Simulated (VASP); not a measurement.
Here is a VASP 6.6.1 calculation.

File POSCAR:

```
CsI
1.0
    4.6081404514      0.0000000000      0.0000000000
    0.0000000000      4.6081404514      0.0000000000
    0.0000000000      0.0000000000      4.6081404514
Cs I
1 1
Direct
    0.0000000000      0.0000000000      0.0000000000
    0.5000000000      0.5000000000      0.5000000000
```

Contents of INCAR.step1:

```
ALGO = Normal
EDIFF = 1E-5
ENCUT = 400
GGA = PE
GGA_COMPAT = F
ISIF = 2
ISMEAR = 0
LASPH = T
LCHARG = F
LREAL = F
LWAVE = T
NBANDS = 15
NELM = 120
PREC = Accurate
SIGMA = 0.01
```

The input INCAR.step2:

```
ALGO = Normal
EDIFF = 1E-6
ENCUT = 400
GGA = PE
GGA_COMPAT = F
HFSCREEN = 0.2079
ISIF = 2
ISMEAR = 0
ISTART = 1
LASPH = T
LCHARG = F
LHFCALC = T
LREAL = F
LWAVE = F
NBANDS = 15
NELM = 120
PREC = Accurate
PRECFOCK = Normal
SIGMA = 0.01
```

Contents of KPOINTS:

```
k-points
0
Gamma
  4 4 4
```

Potentials or basis: VASP PAW PBE potentials, release 64 (Cs_sv, I).

The run is started by

```sh
$ cat potpaw_PBE.64/Cs_sv/POTCAR potpaw_PBE.64/I/POTCAR > POTCAR
$ cp INCAR.step1 INCAR
$ mpirun -np 1 vasp_std > vasp.out
$ cp INCAR.step2 INCAR
$ mpirun -np 1 vasp_std > vasp.out
```

Predict the pressure.

0.2 GPa.

Predict the band gap on the k mesh.

4.78 eV (least direct gap 4.88 eV).

Caveat: the PAW data sets were made with another functional, which shifts forces and pressure a little; spin-orbit coupling is left out, which moves the levels of the heavy elements. A k mesh can miss the band edges.
